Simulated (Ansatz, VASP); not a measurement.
## Two plane-wave programs on Al2O3

```
Al O
1.0
     2.84148    0.00000    0.00000
    -1.42074    2.46080    0.00000
     0.00000    0.00000    7.23080
Al O
2 3
Cartesian
  0.0000 0.0000 1.3792
  0.0000 0.0000 5.8516
  0.0000 1.6405 2.0047
  1.4207 0.8203 0.0000
  0.0000 1.6405 5.2261
```

Alike in both runs: task single point; functional PBE; dispersion D3(BJ); k mesh 9 × 9 × 4; occupations gaussian, width 0.05 eV; no spin polarisation.

|  | VASP | Ansatz |
| --- | --- | --- |
| version | VASP 6.6.1 | Ansatz 0.2.0 |
| potentials or method | VASP PAW PBE potentials, release 64 (Al, O), cutoff 520 eV | scalar-relativistic, plane waves, PAW |
| valence electrons in the cell | 24 | 24 |

```tsv
	VASP	Ansatz	Ansatz less VASP
gap on the k mesh at the Fermi level (eV)	4.99	5.00	+0.013
least direct gap on the mesh (eV)	5.15	5.16	+0.011
pressure (GPa)	9.5	9.4	-0.10
traceless stress, the component that is largest in VASP (GPa)	-2.21	-1.92	+0.284
rms of the force components (eV/Å)	0.553	0.571	+0.0174
```

Atom by atom the forces differ by 0.018 eV/Å (rms over components).
